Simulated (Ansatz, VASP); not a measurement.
Given: the input of a run of Ansatz 0.2.0 on NbTe.

Contents of input.yaml:

```yaml
crystal:
  lattice:
    - [3.7029743866, 0.0, 0.0]
    - [-1.8514871933, 3.2068698884, 0.0]
    - [0.0, 0.0, 3.694211]
  atoms:
    - { symbol: Te, position: [0.6666666667, 0.3333333333, 0.0] }
    - { symbol: Nb, position: [0.0, 0.0, 0.5] }
hamiltonian:
  xc: pbe
  pseudopotentials: { kind: paw }
kpoints:
  mp_grid: { grid: [8, 8, 7] }
scf:
  occupations: { method: gaussian, width: 0.022 }
output:
  forces: true
  stress: true
  eigenvalues: true
```

Potentials or basis: Ansatz PAW.

The run is started by

```bash
$ ansatz run input.yaml --threads 2 --pin off --max-ram 5632MiB --backend cpu --events-out ev --progress --plain --runs-dir out
```

Problem. Translate it to VASP 6.6.1. Potentials there: VASP PAW PBE potentials, release 64 (Te, Nb_sv).

Solution. As run (the cutoff follows the program's own potentials):

File INCAR:

```
SYSTEM = NbTe
PREC = Accurate
ENCUT = 520
EDIFF = 1E-6
ISMEAR = 0
SIGMA = 0.022
LREAL = .False.
LASPH = .True.
NELM = 80
ALGO = Normal
ISIF = 2
LWAVE = .False.
LCHARG = .False.
GGA = PE
NBANDS = 16
```

File KPOINTS:

```
regular mesh
0
Gamma
  8 8 7
  0 0 0
```

POSCAR

```
NbTe
1.0
    3.7029743866      0.0000000000      0.0000000000
   -1.8514871933      3.2068698884      0.0000000000
    0.0000000000      0.0000000000      3.6942110000
Te Nb
1 1
Direct
    0.6666666667      0.3333333333      0.0000000000
    0.0000000000      0.0000000000      0.5000000000
```

Potentials or basis: VASP PAW PBE potentials, release 64 (Te, Nb_sv).

The run is started by

```bash
$ cat potpaw_PBE.64/Te/POTCAR potpaw_PBE.64/Nb_sv/POTCAR > POTCAR
$ mpirun -np 1 vasp_std > vasp.out
```

Both were run:

|  | VASP | Ansatz | Ansatz less VASP |
| --- | --- | --- | --- |
| gap on the k mesh at the Fermi level (eV) | none | none | - |
| pressure (GPa) | -0.8 | -0.6 | +0.22 |
| traceless stress, the component that is largest in VASP (GPa) | 0.76 | 0.81 | +0.052 |

A gap of «none» marks a metal or a gap that the smearing closes. VASP's potentials hold 19 valence electrons a cell and Ansatz's 29, so a difference there can come from the potentials and not from the codes.

Spin-orbit coupling is off throughout.
